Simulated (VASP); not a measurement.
Runs of VASP 6.6.1 on Yb. The structure is that of space group Fm-3m (No. 225), or close to it. The cells are those of the table. 

```tsv
spin	cell	k mesh	smearing	gap on the mesh (eV)	pressure (GPa)	moment (μB)
off	a = 3.691 Å, angles 60.0°, 1 atom	10 × 10 × 10	methfessel-paxton 1 eV	none	(b)	-
collinear, ferromagnetic start	a = 3.678 Å, angles 60.0°, 1 atom	10 × 10 × 10	fermi-dirac 0.05 eV	-	1.4	0.00
off	a = 3.691 Å, angles 60.0°, 1 atom	17 × 17 × 17	fermi-dirac 0.1 eV	none	-0.4	-
off	a = 3.691 Å, angles 60.0°, 1 atom	10 × 10 × 10	methfessel-paxton 0.3 eV	-	-0.6	-
off	a = 3.691 Å, angles 60.0°, 1 atom	15 × 15 × 15	fermi-dirac 0.1 eV	-	(a)	-
collinear, ferromagnetic start	a = 3.525 Å, angles 60.0°, 1 atom	17 × 17 × 17	fermi-dirac 0.05 eV	none	3.1	0.00
off	a = 3.691 Å, angles 60.0°, 1 atom	11 × 11 × 11	fermi-dirac 0.1 eV	-	-0.9	-
```

Alike in all rows: task single point; level r2SCAN; potentials or basis VASP PAW PBE potentials, release 64 (Yb); cutoff (eV) 520.

**Question.** Fill in the values left out.

**Answer.** (a) -0.2; (b) 0.8.

Caveats: the PAW data sets were made with another functional, which shifts forces and pressure a little; spin-orbit coupling is left out, which moves the levels of the heavy elements; so wide a smearing shifts energies and pressures (at least some runs); the cell stands under pressure (at least some runs).

A k mesh can miss the band edges, and the runs leave out spin-orbit coupling on Yb.

A gap of «none» marks levels without a gap at the run's occupations.
